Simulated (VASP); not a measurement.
The system is BeTe.

```
Be Te
1.0
     0.00000    2.77000    2.77000
     2.77000    0.00000    2.77000
     2.77000    2.77000    0.00000
Be Te
1 1
Direct
  0.00000 0.00000 0.00000
  0.75000 0.75000 0.75000
```

Base run:

| Quantity | Value |
| --- | --- |
| Program | VASP 6.6.1 |
| Functional | revPBE |
| Dispersion | D4 |
| Potentials or basis | VASP PAW PBE potentials, release 64 (Be, Te) |
| Cutoff | 600 eV |
| k mesh | 8 × 8 × 8 |
| Occupations | gaussian, width 0.05 eV |
| Spin | no spin polarisation |

Its results: band gap on the k mesh 1.91 eV (least direct gap 3.59 eV); pressure 1.4 GPa.

Question: After a change of settings the same cell gave: band gap on the k mesh 1.85 eV (least direct gap 3.56 eV); pressure 4.5 GPa. Which change was it?
A. functional from revPBE to PBE; dispersion from D4 to none
B. functional from revPBE to RPBE
C. dispersion from D4 to none

Answer: A.

Caveats: spin-orbit coupling is left out, which moves the levels of the heavy elements; the PAW data sets were made with another functional, which shifts forces and pressure a little (at least some runs); the cell stands under pressure (at least some runs).
